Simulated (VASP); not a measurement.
# Sn2HO2 in VASP: single point with PBE+D3(BJ)

Aim: the single point of Sn2HO2 with PBE+D3(BJ).

Program: VASP 6.6.1. These are calculated values, not measurements. Logs are shortened: lines on timing, memory, paths and dates and some standing lists are left out, and cuts for length are marked.

**1. The cell of the first run**

The cell holds a slab with vacuum, 5 atoms: a = 3.820 Å, b = 3.820 Å, c = 19.463 Å, α = 90.00°, β = 90.00°, γ = 90.00°.

**2. Single point, PBE+D3(BJ), collinear spin**

INCAR

```
  PREC = Accurate
  ENCUT = 520
  EDIFF = 1E-6
  ISMEAR = 0
  SIGMA = 0.05
  LREAL = F
  LASPH = T
  NELM = 150
  ALGO = Normal
  ISIF = 2
  LWAVE = F
  LCHARG = F
  ISPIN = 2
  MAGMOM = 0 0 0 0 1
  LORBIT = 11
  LDIPOL = T
  IDIPOL = 3
  DIPOL = 0.5 0.5 0.301
  GGA = PE
  IVDW = 12
  NBANDS = 32
```

KPOINTS

```
regular mesh
0
Gamma
  7 7 1
```

POSCAR

```
Sn2HO2
1.0
    3.8201629938      0.0000000000      0.0000000000
    0.0000000000      3.8201629938      0.0000000000
    0.0000000000      0.0000000000     19.4630415395
Sn O H
2 2 1
Direct
    0.7500000000      0.2500000000      0.2055177240
    0.2500000000      0.7500000000      0.3269294538
    0.2500000000      0.2500000000      0.2662235889
    0.7500000000      0.7500000000      0.2662235889
    0.2500000000      0.7500000000      0.4399642020
```

Potentials or basis: VASP PAW PBE potentials, release 64 (Sn_d, O, H).

Launch:

```sh
> cat potpaw_PBE.64/Sn_d/POTCAR potpaw_PBE.64/O/POTCAR potpaw_PBE.64/H/POTCAR > POTCAR
> mpirun -np 1 vasp_std > vasp.out
```

OUTCAR:

```text
PREC = Accurate
   ENCUT = 520
   EDIFF = 1E-6
   ISMEAR = 0
   LREAL = F
   LASPH = T
   NELM = 150
   ISIF = 2
   ISPIN = 2
   LORBIT = 11
   GGA = PE
   IVDW = 12
 IVDW          = 12

 ion  position               nearest neighbor table
   1  0.750  0.250  0.206-   3 2.25   4 2.25   4 2.25   3 2.25   2 3.59   2 3.59   2 3.59   2 3.59

   2  0.250  0.750  0.327-   5 2.20   4 2.25   3 2.25   3 2.25   4 2.25   1 3.59   1 3.59   1 3.59
                             1 3.59
   3  0.250  0.250  0.266-   1 2.25   1 2.25   2 2.25   2 2.25
   4  0.750  0.750  0.266-   1 2.25   1 2.25   2 2.25   2 2.25
   5  0.250  0.750  0.440-   2 2.20

  LATTYP: Found a simple tetragonal cell.
 ALAT       =     3.8201629938
 C/A-ratio  =     5.0948196637

  Lattice vectors:

 A1 = (   3.8201629938,   0.0000000000,   0.0000000000)
 A2 = (   0.0000000000,   3.8201629938,   0.0000000000)
 A3 = (   0.0000000000,   0.0000000000,  19.4630415395)

Analysis of symmetry for initial positions (statically):
=====================================================================
 Subroutine PRICEL returns:
 Original cell was already a primitive cell.

 Routine SETGRP: Setting up the symmetry group for a
 simple tetragonal supercell.

 Subroutine GETGRP returns: Found  8 space group operations
 (whereof  2 operations were pure point group operations)
 out of a pool of 16 trial point group operations.

The static configuration has the point symmetry C_1h.
 The point group associated with its full space group is C_4v.

Analysis of symmetry for dynamics (positions and initial velocities):
=====================================================================
 Subroutine PRICEL returns:
 Original cell was already a primitive cell.

 Routine SETGRP: Setting up the symmetry group for a
 simple tetragonal supercell.

 Subroutine GETGRP returns: Found  8 space group operations
 (whereof  2 operations were pure point group operations)
 out of a pool of 16 trial point group operations.

The dynamic configuration has the point symmetry C_1h.
 The point group associated with its full space group is C_4v.

Analysis of structural, dynamic, and magnetic symmetry:
=====================================================================
 Subroutine PRICEL returns:
 Original cell was already a primitive cell.

 Routine SETGRP: Setting up the symmetry group for a
 simple tetragonal supercell.

 Subroutine GETGRP returns: Found  8 space group operations
 (whereof  2 operations were pure point group operations)
 out of a pool of 16 trial point group operations.

The overall configuration has the point symmetry C_1h.
 The point group associated with its full space group is C_4v.

 Subroutine INISYM returns: Found  8 space group operations
 (whereof  2 operations are pure point group operations),
 and found     1 'primitive' translations

----------------------------------------------------------------------------------------

                                     Primitive cell

  volume of cell :     284.0367

  direct lattice vectors                    reciprocal lattice vectors
     3.820162994  0.000000000  0.000000000     0.261768935  0.000000000  0.000000000
     0.000000000  3.820162994  0.000000000     0.000000000  0.261768935  0.000000000
     0.000000000  0.000000000 19.463041540     0.000000000  0.000000000  0.051379431

  length of vectors
     3.820162994  3.820162994 19.463041540     0.261768935  0.261768935  0.051379431

  position of ions in fractional coordinates (direct lattice)
     0.750000000  0.250000000  0.205517724
     0.250000000  0.750000000  0.326929454
     0.250000000  0.250000000  0.266223589
     0.750000000  0.750000000  0.266223589
     0.250000000  0.750000000  0.439964202

  ion indices of the primitive-cell ions
   primitive index   ion index
                 1           1
                 2           2
                 3           3
                 4           4
                 5           5

----------------------------------------------------------------------------------------

 KPOINTS: regular mesh

Automatic generation of k-mesh.
 Grid dimensions read from file:
 generate k-points for:    7    7    1

 Generating k-lattice:

  Cartesian coordinates                     Fractional coordinates (reciprocal lattice)
     0.037395562  0.000000000  0.000000000     0.142857143  0.000000000  0.000000000
     0.000000000  0.037395562  0.000000000     0.000000000  0.142857143  0.000000000
     0.000000000  0.000000000  0.051379431     0.000000000  0.000000000  1.000000000

  Length of vectors
     0.037395562  0.037395562  0.051379431

  Shift w.r.t. Gamma in fractional coordinates (k-lattice)
     0.000000000  0.000000000  0.000000000

 Subroutine IBZKPT returns following result:
 ===========================================

 Found     10 irreducible k-points:

 Following reciprocal coordinates:
            Coordinates               Weight
  0.000000  0.000000  0.000000      1.000000
  0.142857  0.000000  0.000000      4.000000
  0.285714  0.000000  0.000000      4.000000
  0.428571  0.000000  0.000000      4.000000
  0.142857  0.142857  0.000000      4.000000
  0.285714  0.142857  0.000000      8.000000
  0.428571  0.142857  0.000000      8.000000
  0.285714  0.285714  0.000000      4.000000
  0.428571  0.285714  0.000000      8.000000
  0.428571  0.428571  0.000000      4.000000
   k-points           NKPTS =     10   k-points in BZ     NKDIM =     10   number of bands    NBANDS=     32
   number of dos      NEDOS =    301   number of ions     NIONS =      5
   total plane-waves  NPLWV = 117600
   dimension x,y,z NGX =    28 NGY =   28 NGZ =  150
   dimension x,y,z NGXF=    56 NGYF=   56 NGZF=  300
   ions per type =               2   2   1
   NGX,Y,Z   is equivalent  to a cutoff of  12.19, 12.19, 12.81 a.u.
   NGXF,Y,Z  is equivalent  to a cutoff of  24.37, 24.37, 25.62 a.u.
 SYSTEM =  unknown system
   PREC   = accura    normal or accurate (medium, high low for compatibility)
   ISTART =      0    job   : 0-new  1-cont  2-samecut
   ICHARG =      2    charge: 1-file 2-atom 10-const
   ISPIN  =      2    spin polarized calculation?
   LNONCOLLINEAR =      F non collinear calculations
   LSORBIT =      F    spin-orbit coupling
   LASPH  =      T    aspherical Exc in radial PAW
   ENCUT  =  520.0 eV  38.22 Ry    6.18 a.u.   7.10  7.10 36.19*2*pi/ulx,y,z
   NELM   =    150;   NELMIN=  2; NELMDL= -5     # of ELM steps
   EDIFF  = 0.1E-05   stopping-criterion for ELM
   LREAL  =      F    real-space projection
   EDIFFG = 0.1E-04   stopping-criterion for IOM
   NSW    =      0    number of steps for IOM
   IBRION =     -1    ionic relax: 0-MD 1-quasi-New 2-CG
   NFREE  =      0    steps in history (QN), initial steepest desc. (CG)
   ISIF   =      2    stress and relaxation
   ISYM   =      2    0-nonsym 1-usesym 2-fastsym
   POTIM  = 0.5000    time-step for ionic-motion
   TEBEG  =    0.0;   TEEND  =   0.0 temperature during run
   PSTRESS=    0.0 pullay stress
   NELECT =      41.0000    total number of electrons
   NUPDOWN=      -1.0000    fix difference up-down
   EMIN   =  10.00;   EMAX   =-10.00  energy-range for DOS
   EFERMI =   0.00;   METHOD = LEGACY
   ISMEAR =     0;   SIGMA  =   0.05  broadening in eV -4-tet -1-fermi 0-gaus
   EFERMI_NEDOS =   21; number of points for ismear=-14 and -15
   IALGO  =     38    algorithm
   IMIX   =      4    mixing-type and parameters
     AMIX     =   0.40;   BMIX     =  1.00
     AMIX_MAG =   1.60;   BMIX_MAG =  1.00
  volume/ion in A,a.u.               =      56.81       383.35
  Fermi-wavevector in a.u.,A,eV,Ry     =   0.858772  1.622844 10.034155  0.737490
  Thomas-Fermi vector in A             =   1.976027
   LORBIT       =     11    0 simple, 1 ext, 2 COOP (PROOUT), +10 PAW based schemes
   GGA     = PE    functional components
   LHFCALC =     F    Hartree Fock is set to
   AEXX    =    0.0000 exact exchange contribution
   IVDW    =    12    specifies the selected vdW correction
   LEPSILON=     F    determine dielectric tensor
   LRPA    =     F    only Hartree local field effects (RPA)
 spin polarized calculation
 Gauss-broadening in eV      SIGMA  =   0.05
  energy-cutoff  :      520.00
  volume of cell :      284.04
 maximum number of plane-waves:      7682
   NGX = 15   NGY = 15   NGZ = 73

 dipolmoment           0.000000      0.000000     -0.008323 electrons x Angstroem

 number of electron      40.9999989 magnetization       0.9984738

 dipolmoment           0.000000      0.000000      0.127897 electrons x Angstroem

 Free energy of the ion-electron system (eV)
  ---------------------------------------------------
  ext. energy  EPLUGINS =         0.00000000
  ---------------------------------------------------
  free energy    TOTEN  =       -23.81878683 eV

  energy without entropy =      -23.81865523  energy(sigma->0) =      -23.81872103

 E-fermi :  -1.1739     XC(G=0):  -3.4648

 val. band max:       -1.2570369809   @ k =   0.4286   0.4286   0.0000
 cond. band min:      -1.1109182076   @ k =   0.0000   0.0000   0.0000
 fundamental gap:      0.1461187733
 Fermi energy:        -1.1738939768

 spin component 1

 k-point     1 :       0.0000    0.0000    0.0000
  band No.  band energies     occupation
      1     -23.7361      1.00000
      2     -23.3642      1.00000
      3     -23.3509      1.00000
      4     -23.3313      1.00000
      5     -23.3313      1.00000
      6     -23.2970      1.00000
[... 24 lines left out ...]
     31       5.1362      0.00000
     32       5.7547      0.00000

 k-point     2 :       0.1429    0.0000    0.0000
  band No.  band energies     occupation
      1     -23.7262      1.00000
      2     -23.3735      1.00000
      3     -23.3558      1.00000
      4     -23.3331      1.00000
      5     -23.3301      1.00000
      6     -23.2933      1.00000
[... 24 lines left out ...]
     31       5.3794      0.00000
     32       6.1947      0.00000
[... 243 lines left out ...]
     31       5.3950      0.00000
     32       6.1034      0.00000

 k-point    10 :       0.4286    0.4286    0.0000
  band No.  band energies     occupation
      1     -23.6632      1.00000
      2     -23.6486      1.00000
      3     -23.3820      1.00000
      4     -23.3454      1.00000
      5     -23.2947      1.00000
      6     -23.2592      1.00000
[... 24 lines left out ...]
     31       6.0601      0.00000
     32       6.3020      0.00000
 Fermi energy:        -1.1738939768

 spin component 2

 k-point     1 :       0.0000    0.0000    0.0000
  band No.  band energies     occupation
      1     -23.6862      1.00000
      2     -23.3341      1.00000
      3     -23.2916      1.00000
      4     -23.2916      1.00000
      5     -23.2814      1.00000
      6     -23.2455      1.00000
[... 24 lines left out ...]
     31       5.4309      0.00000
     32       5.8761      0.00000

 k-point     2 :       0.1429    0.0000    0.0000
  band No.  band energies     occupation
      1     -23.6767      1.00000
      2     -23.3343      1.00000
      3     -23.2943      1.00000
      4     -23.2916      1.00000
      5     -23.2844      1.00000
      6     -23.2715      1.00000
[... 24 lines left out ...]
     31       5.7017      0.00000
     32       6.3562      0.00000
[... 243 lines left out ...]
     31       5.8813      0.00000
     32       6.2405      0.00000

 k-point    10 :       0.4286    0.4286    0.0000
  band No.  band energies     occupation
      1     -23.6201      1.00000
      2     -23.6059      1.00000
      3     -23.3075      1.00000
      4     -23.2869      1.00000
      5     -23.2819      1.00000
      6     -23.2550      1.00000
[... 24 lines left out ...]
     31       6.5008      0.00000
     32       6.6609      0.00000

------------------------ aborting loop because EDIFF is reached ----------------------------------------

 vacuum level on the upper side and lower side of the slab       (xc-potential included)         0.771        -0.772

 Edisp (eV)   -0.60079

 E8    (eV) :    -0.2626

  FORCE on cell =-STRESS in cart. coord.  units (eV):
  Direction    XX          YY          ZZ          XY          YZ          ZX
  --------------------------------------------------------------------------------------
  -------------------------------------------------------------------------------------
  Total       1.10033     1.10033    -0.16603     0.00000     0.00000     0.00000
  in kB       6.20670     6.20670    -0.93652     0.00000     0.00000     0.00000
  external pressure =        3.83 kB  Pullay stress =        0.00 kB

 VOLUME and BASIS-vectors are now :
 -----------------------------------------------------------------------------
  energy-cutoff  :      520.00
  volume of cell :      284.04
      direct lattice vectors                 reciprocal lattice vectors
     3.820162994  0.000000000  0.000000000     0.261768935  0.000000000  0.000000000
     0.000000000  3.820162994  0.000000000     0.000000000  0.261768935  0.000000000
     0.000000000  0.000000000 19.463041540     0.000000000  0.000000000  0.051379431

 POSITION                                       TOTAL-FORCE (eV/Angst)
 -----------------------------------------------------------------------------------
      2.86512      0.95504      4.00000        -0.000000     -0.000000     -0.071751
      0.95504      2.86512      6.36304         0.000000     -0.000000      0.057262
      0.95504      0.95504      5.18152         0.000000      0.000000      0.042891
      2.86512      2.86512      5.18152        -0.000000     -0.000000      0.042891
      0.95504      2.86512      8.56304         0.000000     -0.000000     -0.071294
 -----------------------------------------------------------------------------------
    total drift:                                0.000000      0.000000     -0.000008

  FREE ENERGIE OF THE ION-ELECTRON SYSTEM (eV)
  ---------------------------------------------------
  free  energy   TOTEN  =       -24.4195768456 eV

  energy  without entropy=      -24.4194452441  energy(sigma->0) =      -24.41951104

 vacuum level on the upper side and lower side of the slab         3.884         2.299

 total charge

# of ion       s       p       d       tot
------------------------------------------
    1        1.280   0.763  10.054  12.097
    2        1.262   0.765  10.065  12.093
    3        1.581   3.421   0.000   5.002
    4        1.581   3.421   0.000   5.002
    5        0.431   0.003   0.000   0.434
--------------------------------------------------
tot          6.135   8.374  20.119  34.627

 magnetization (x)

# of ion       s       p       d       tot
------------------------------------------
    1        0.002   0.007   0.002   0.011
    2        0.168  -0.015   0.007   0.160
    3        0.008   0.073   0.000   0.081
    4        0.008   0.073   0.000   0.081
    5        0.255  -0.000   0.000   0.254
--------------------------------------------------
tot          0.441   0.138   0.008   0.587
```

Wall time 6.1 min (1 thread of Intel Xeon 8259CL, shared host); peak memory 0.49 GiB.

Results:

* Free energy: -24.4196 eV
* Largest force: 0.072 eV/Å
* Band gap on the k mesh: 0.15 eV (least direct gap 0.93 eV)
* Net moment: 1.00 μB per cell
* Site moments: Sn +0.01, +0.16; O +0.08; H +0.25 μB
* Valence electrons inside the program's atomic spheres: Sn 12.10, 12.09; O 5.00; H 0.43
* Dispersion energy per atom: -0.120 eV

Forces in eV/Å, atoms in the order of the input:
```
Sn   0.000  0.000 -0.072
Sn   0.000  0.000  0.057
O    0.000  0.000  0.043
O    0.000  0.000  0.043
H    0.000  0.000 -0.071
```

Caveat: spin-orbit coupling is left out, which moves the levels of the heavy elements.
